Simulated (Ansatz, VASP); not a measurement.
# HfS2: VASP beside Ansatz

Contents of INCAR:

```
SYSTEM = HfS2
PREC = Accurate ; ENCUT = 450
EDIFF = 1E-7 ; ISMEAR = 0
SIGMA = 0.02 ; LREAL = .FALSE.
LASPH = .TRUE. ; NELM = 120
ALGO = Normal ; ISIF = 2
LWAVE = .FALSE. ; LCHARG = .FALSE.
GGA = PE ; IVDW = 12
IBRION = 2 ; NSW = 60
EDIFFG = -0.008 ; GGA_COMPAT = .FALSE.
NELMIN = 4
```

Contents of KPOINTS:

```
regular mesh
0
G
  12 12 6
  0 0 0
```

The input POSCAR:

```
HfS2
1.0
    3.4435990161      0.0000000000      0.0000000000
   -1.7217995081      2.9822442284      0.0000000000
    0.0000000000      0.0000000000      5.5107202999
Hf S
1 2
Direct
    0.0000000000      0.0000000000      0.0000000000
    0.6666666667      0.3333333333      0.7331582756
    0.3333333333      0.6666666667      0.2668417244
```

Input for Ansatz:

```yaml
crystal:
  lattice:
    - [3.4435990161, 0.0, 0.0]
    - [-1.7217995081, 2.9822442284, 0.0]
    - [0.0, 0.0, 5.5107202999]
  atoms:
    - { symbol: Hf, position: [0.0, 0.0, 0.0] }
    - { symbol: S, position: [0.6666666667, 0.3333333333, 0.7331582756] }
    - { symbol: S, position: [0.3333333333, 0.6666666667, 0.2668417244] }
basis:
  ecutwfc: 420
kpoints:
  mp_grid: { grid: [12, 12, 6] }
hamiltonian:
  xc: pbe
  dispersion: d3bj
scf:
  occupations: { method: gaussian, width: 0.02 }
output:
  forces: true
  stress: true
  eigenvalues: true
relax:
  adjacent_minimum: "off"
  f_tol: 0.008
  max_steps: 40
```

Change from the starting cell: equal strain along all axes, cell held, atoms relaxed: -4.5 %.

Alike in both runs: task relaxation of the atoms; functional PBE; dispersion D3(BJ); k mesh 12 × 12 × 6; occupations gaussian, width 0.02 eV; no spin polarisation.

|  | VASP | Ansatz |
| --- | --- | --- |
| version | VASP 6.6.1 | Ansatz 0.2.0 |
| potentials or method | VASP PAW PBE potentials, release 64 (Hf_pv, S), cutoff 450 eV | scalar-relativistic, plane waves, PAW |
| valence electrons in the cell | 22 | 38 |

Ansatz gave:

| Quantity | Value |
| --- | --- |
| gap on the k mesh at the Fermi level, each at its own relaxed structure (eV) | 0.10 |

Problem. Estimate VASP's values.

Solution. gap on the k mesh at the Fermi level, each at its own relaxed structure (eV): 0.16.

VASP's potentials hold 22 valence electrons a cell and Ansatz's 38, so a difference there can come from the potentials and not from the codes. Ansatz's warnings: stress scf threshold loose.

Neither program's run includes spin-orbit coupling.
